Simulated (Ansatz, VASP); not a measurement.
**SiC in VASP and in Ansatz**

```
CELL_PARAMETERS angstrom
0.00000 2.18987 2.18987
2.18987 0.00000 2.18987
2.18987 2.18987 0.00000
ATOMIC_POSITIONS crystal
Si 0.00000 0.00000 0.00000
C 0.25000 0.25000 0.25000
```

Alike in both runs: task single point; functional r2SCAN; k mesh 10 × 10 × 10; occupations gaussian, width 0.02 eV; no spin polarisation.

|  | VASP | Ansatz |
| --- | --- | --- |
| version | VASP 6.6.1 | Ansatz 0.2.0 |
| potentials or method | VASP PAW PBE potentials, release 64 (Si, C), cutoff 520 eV | scalar-relativistic, plane waves, PAW |
| valence electrons in the cell | 8 | 8 |

VASP gave:

| Quantity | Value |
| --- | --- |
| gap on the k mesh at the Fermi level (eV) | 1.73 |
| least direct gap on the mesh (eV) | 5.04 |
| pressure (GPa) | -3.7 |

Question: Estimate Ansatz's values.

Answer: gap on the k mesh at the Fermi level (eV): 1.72; least direct gap on the mesh (eV): 5.03; pressure (GPa): -3.5.

VASP's potentials were made for PBE, not for r2SCAN.
